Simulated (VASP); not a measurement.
Nb: single point with LDA

The system is Nb.

```
CELL_PARAMETERS angstrom
2.81151 0.00000 0.00000
-1.40576 2.43484 0.00000
0.00000 0.00000 5.16052
ATOMIC_POSITIONS crystal
Nb 0.33333 0.66667 0.25000
Nb 0.66667 0.33333 0.75000
```

This isn't the form of Nb at room conditions, which is bcc.

```
Program             : VASP 6.6.1
Task                : single point
Functional          : LDA
Potentials or basis : VASP PAW LDA potentials, release 64 (Nb_sv)
Cutoff              : 520 eV
k mesh              : 14 × 14 × 7
Occupations         : fermi-dirac, width 0.1 eV
Spin                : no spin polarisation
```

```json
{"Pressure": "-0.3 GPa", "Band gap on the k mesh": "zero (bands 13 and 14 overlap by 2.44 eV)"}
```

Stress tensor (GPa, compression positive):
```
-0.55  0.00  0.00
 0.00 -0.55  0.00
 0.00  0.00  0.18
```

Levels at points of the mesh, in eV from the Fermi level:
```
           k point  band 11  band 12  band 13  band 14  band 15  band 16
(0.00, 0.00, 0.00)    -1.14     0.28     0.28     0.63     0.75     0.75
(0.50, 0.00, 0.00)    -3.49    -0.63     0.38     0.43     0.72     4.70
```

It took 96 s on 1 thread of Intel Xeon 8259CL (shared host), peak memory 0.18 GiB.
